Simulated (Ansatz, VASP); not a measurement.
Ge2Sb2Te: VASP beside Ansatz

```
CELL_PARAMETERS angstrom
5.23957 0.00000 0.00000
-2.61979 4.53760 0.00000
0.00000 0.00000 5.85392
ATOMIC_POSITIONS crystal
Ge 0.33333 0.66667 0.50000
Ge 0.66667 0.33333 0.50000
Sb 0.33333 0.66667 0.00000
Sb 0.66667 0.33333 0.00000
Te 0.00000 0.00000 0.50000
```

Alike in both runs: functional PBE; k mesh 12 × 12 × 6; occupations gaussian, width 0.1 eV; no spin polarisation.

Ansatz relaxed the structure, and its values are those at the end. VASP's run is a single point on that final structure, the one shown.

|  | VASP | Ansatz |
| --- | --- | --- |
| version | VASP 6.6.1 | Ansatz 0.2.0 |
| potentials or method | VASP PAW PBE potentials, release 64 (Ge_d, Sb, Te), cutoff 520 eV | scalar-relativistic, plane waves, PAW |
| valence electrons in the cell | 44 | 74 |

|  | VASP | Ansatz | Ansatz less VASP |
| --- | --- | --- | --- |
| gap on the k mesh at the Fermi level (eV) | none | none | - |
| pressure (GPa) | 0.0 | 0.0 | +0.02 |

A gap of «none» marks a metal or a gap that the smearing closes. The functional is the same, so the differences come from potentials, cutoffs and numerics. VASP's potentials hold 44 valence electrons a cell and Ansatz's 74, so a difference there can come from the potentials and not from the codes.

Spin-orbit coupling is off throughout.
